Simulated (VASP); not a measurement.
TaN, 36 atoms in the cell. The structure is hexagonal, space group P-62m (No. 189). Conventional cell: a = 5.178 Å, b = 5.178 Å, c = 2.896 Å, α = 90.00°, β = 90.00°, γ = 120.00°. Ta (site symmetry -62m) has 3 N at 2.04 Å within 2.7 Å. Within 3.0 Å of Ta (site symmetry -6) lie 6 N at 2.15 Å and 5 Ta at 2.90 to 2.99 Å. Within 2.9 Å of N (site symmetry m2m) lie 5 Ta at 2.04 to 2.15 Å and 6 N at 2.76 to 2.90 Å. 

| Item | Value |
| --- | --- |
| Program | VASP 6.6.1 |
| Task | single point |
| Functional | PBEsol |
| Potentials or basis | VASP PAW PBE potentials, release 64 (Ta_pv, N) |
| Cutoff | 520 eV |
| k mesh | 2 × 2 × 3 |
| Occupations | methfessel-paxton, width 0.1 eV |
| Spin | no spin polarisation |
| Dipole correction | no |
| Further INCAR settings | LREAL = Auto; ALGO = Normal; EDIFF = 1e-06; NBANDS = 168 |

Potentials or basis: VASP PAW PBE potentials, release 64 (Ta_pv, N).

The run is started by

```console
$ cat potpaw_PBE.64/Ta_pv/POTCAR potpaw_PBE.64/N/POTCAR > POTCAR
$ mpirun -np 1 vasp_std > vasp.out
```

Hardware: 1 thread of Intel(R) Xeon(R) Platinum 8259CL CPU @ 2.50GHz (Skylake/Cascade Lake), on a shared host.

Task: Estimate the wall time of this run.

Result: Run time: 17 min on 1 thread of Intel(R) Xeon(R) Platinum 8259CL CPU @ 2.50GHz (Skylake/Cascade Lake) (shared host), peak memory 0.61 GiB. Counts: scf iterations 14, k points 4.
